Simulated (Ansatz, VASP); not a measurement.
**One calculation of Te3P, two programs**

```xyz
8
Lattice="7.9726 0.0000 0.0000 -3.9863 6.9044 0.0000 0.0000 0.0000 4.0599" Properties=species:S:1:pos:R:3 pbc="T T T"
Te    3.9863    4.3163    1.0150
Te   -1.7449    5.6104    3.0449
Te    2.2414    1.2941    1.0150
Te    0.0000    2.5881    3.0449
Te    5.7312    1.2941    1.0150
Te    1.7449    5.6104    3.0449
P     0.0000    4.6030    1.0150
P     3.9863    2.3015    3.0449
```

Alike in both runs: functional PBE; k mesh 6 × 6 × 10; occupations gaussian, width 0.1 eV; no spin polarisation.

Ansatz relaxed the structure, and its values are those at the end. VASP's run is a single point on that final structure, the one shown.

```csv
,VASP,Ansatz
version,VASP 6.6.1,Ansatz 0.2.0
potentials or method,"VASP PAW PBE potentials, release 64 (Te, P), cutoff 520 eV","scalar-relativistic, plane waves, PAW"
valence electrons in the cell,46,106
```

Ansatz gave:

| Item | Value |
| --- | --- |
| gap on the k mesh at the Fermi level (eV) | none |
| pressure (GPa) | 0.0 |

Problem. Which values does VASP return?

Solution. gap on the k mesh at the Fermi level (eV): none; pressure (GPa): -0.1.

A gap of «none» marks a metal or a gap that the smearing closes. The functional is the same, so the differences come from potentials, cutoffs and numerics. VASP's potentials hold 46 valence electrons a cell and Ansatz's 106, so a difference there can come from the potentials and not from the codes.

Neither program's run includes spin-orbit coupling.
